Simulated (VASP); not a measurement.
Crystal: MgBe2SO2.

```
Mg Be S O
1.0
     3.68249    0.00000    0.00000
     0.00000    3.68249    0.00000
     0.00000    0.00000    5.28801
Mg Be S O
1 2 1 2
Direct
  0.50000 0.50000 0.50000
  0.00000 0.50000 0.00000
  0.50000 0.00000 0.00000
  0.50000 0.50000 0.00000
  0.00000 0.50000 0.50000
  0.50000 0.00000 0.50000
```

```yaml
Program: VASP 6.6.1
Task: relaxation of cell and atoms
Functional: PBE
Potentials_or_basis: VASP PAW PBE potentials, release 64 (Mg, Be, S, O)
Cutoff: 600 eV
k_mesh: 6 × 6 × 4
Occupations: gaussian, width 0.1 eV
Spin: collinear spin, ferromagnetic start
Starting_moments: "[0.0, 0.0, 0.0, 0.0, 1.0, 1.0] μB"
```

At the start: pressure 18.8 GPa; volume 11.95 Å³/atom.

Q: How do energy, volume and symmetry change on relaxing?

A: Over 14 steps the energy falls by 475.0 meV/atom and the volume is 12.98 Å³/atom (+8.6 %); space group P4/mmm (No. 123, to 0.05 Å); moment 0.00 μB per cell.

Step by step:
```tsv
step	energy change (eV)	largest force (eV/Å)	pressure (GPa)	volume (Å³)
1	0.0000	0.0000	18.75	71.71
2	-1.5831	0.0000	-8.51	86.53
3	-1.5819	0.0000	-7.95	85.96
4	-2.3444	0.0000	-5.57	80.47
5	3.3428	0.0000	73.89	62.01
6	-2.5346	0.0000	-3.91	78.80
7	-2.4683	0.0000	14.37	70.71
8	-2.7638	0.0000	0.39	75.89
9	-2.7940	0.0000	4.45	73.94
10	-2.7995	0.0000	3.23	74.47
11	-2.8433	0.0000	1.71	76.59
12	-2.8437	0.0000	1.56	76.90
13	-2.8467	0.0000	-1.09	78.57
14	-2.8500	0.0000	0.00	77.85
```

Final structure:
```
CELL_PARAMETERS angstrom
4.32712 0.00000 0.00000
0.00000 4.32712 0.00000
0.00000 0.00000 4.15800
ATOMIC_POSITIONS crystal
Mg 0.50000 0.50000 0.50000
Be 0.00000 0.50000 0.00000
Be 0.50000 0.00000 0.00000
S 0.50000 0.50000 0.00000
O 0.00000 0.50000 0.50000
O 0.50000 0.00000 0.50000
```
